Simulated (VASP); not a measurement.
Crystal: SrO.

```
Sr O
1.0
     0.00000    2.75500    2.75500
     2.75500    0.00000    2.75500
     2.75500    2.75500    0.00000
Sr O
1 1
Direct
  0.00000 0.00000 0.00000
  0.25000 0.25000 0.25000
```

* Program: VASP 6.6.1
* Task: relaxation of cell and atoms
* Functional: PBE
* Potentials or basis: VASP PAW PBE potentials, release 64 (Sr_sv, O)
* Cutoff: 600 eV
* k mesh: 8 × 8 × 8
* Occupations: fermi-dirac, width 0.02 eV
* Spin: no spin polarisation

At the start: pressure 4.3 GPa; volume 20.91 Å³/atom.

Question: How do energy, volume and symmetry change on relaxing?

Answer: Over 3 steps the energy falls by 16.9 meV/atom and the volume is 22.25 Å³/atom (+6.4 %); space group F-43m (No. 216, to 0.1 Å) before and after.

The path:
| step | energy change (eV) | largest force (eV/Å) | pressure (GPa) | volume (Å³) |
| --- | --- | --- | --- | --- |
| 1 | 0.0000 | 0.0000 | 4.25 | 41.82 |
| 2 | -0.0314 | 0.0000 | -0.99 | 45.27 |
| 3 | -0.0338 | 0.0000 | 0.01 | 44.50 |

Final structure:
```yaml
crystal:
  lattice:
    - [0.00000, 2.81256, 2.81256]
    - [2.81256, 0.00000, 2.81256]
    - [2.81256, 2.81256, 0.00000]
  atoms:
    - { symbol: Sr, position: [0.00000, 0.00000, 0.00000] }
    - { symbol: O, position: [0.25000, 0.25000, 0.25000] }
```
